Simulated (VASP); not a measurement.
The system is PbSe.

```
CELL_PARAMETERS angstrom
0.00000 3.42320 3.42320
3.42320 0.00000 3.42320
3.42320 3.42320 0.00000
ATOMIC_POSITIONS crystal
Pb 0.00000 0.00000 0.00000
Se 0.25000 0.25000 0.25000
```

Base run:

| Quantity | Value |
| --- | --- |
| Program | VASP 6.6.1 |
| Functional | PBE |
| Potentials or basis | VASP PAW PBE potentials, release 64 (Pb_d, Se) |
| Cutoff | 500 eV |
| k mesh | 4 × 4 × 4 |
| Occupations | gaussian, width 0.01 eV |
| Spin | no spin polarisation |

Its results: band gap on the k mesh 0.62 eV, indirect (least direct gap 1.15 eV); pressure 0.7 GPa.

Task: The run is repeated on the same cell with these changes: functional from PBE to HSE06; cutoff from 500 eV to 520 eV. What comes out?

Result: Band gap on the k mesh 1.07 eV, indirect (least direct gap 1.66 eV); pressure 0.0 GPa.

HSE06 gives the wider gap, since exact exchange removes part of the self-interaction.

Caveats: spin-orbit coupling is left out, which moves the levels of the heavy elements; the PAW data sets were made with another functional, which shifts forces and pressure a little (some runs).

A k mesh can miss the band edges.
